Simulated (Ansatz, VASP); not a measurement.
# Two plane-wave programs on KTaO3

```xyz
5
Lattice="4.0249 0.0000 0.0000 0.0000 4.2128 0.0000 0.0000 0.0000 4.0249" Properties=species:S:1:pos:R:3 pbc="T T T"
K     2.0124    2.1064    2.0124
Ta    0.0000    0.0000    0.0000
O     2.0124    0.0000    0.0000
O     0.0000    2.1064    0.0000
O     0.0000    0.0000    2.0124
```

Change from the starting cell: normal strain along x +0.0000, normal strain along y +0.0467.

Alike in both runs: task single point; functional PBE; k mesh 8 × 8 × 8; occupations gaussian, width 0.05 eV; no spin polarisation.

|  | VASP | Ansatz |
| --- | --- | --- |
| version | VASP 6.6.1 | Ansatz 0.2.0 |
| potentials or method | VASP PAW PBE potentials, release 64 (K_sv, Ta_pv, O), cutoff 520 eV | scalar-relativistic, plane waves, PAW |
| valence electrons in the cell | 38 | 40 |

|  | VASP | Ansatz | Ansatz less VASP |
| --- | --- | --- | --- |
| gap on the k mesh at the Fermi level (eV) | 1.96 | 2.00 | +0.041 |
| least direct gap on the mesh (eV) | 2.54 | 2.58 | +0.035 |
| pressure (GPa) | -6.7 | -7.1 | -0.46 |
| traceless stress, the component that is largest in VASP (GPa) | -8.07 | -7.95 | +0.122 |

The functional is the same, so the differences come from potentials, cutoffs and numerics. VASP's potentials hold 38 valence electrons a cell and Ansatz's 40, so a difference there can come from the potentials and not from the codes.

Spin-orbit coupling is off throughout.
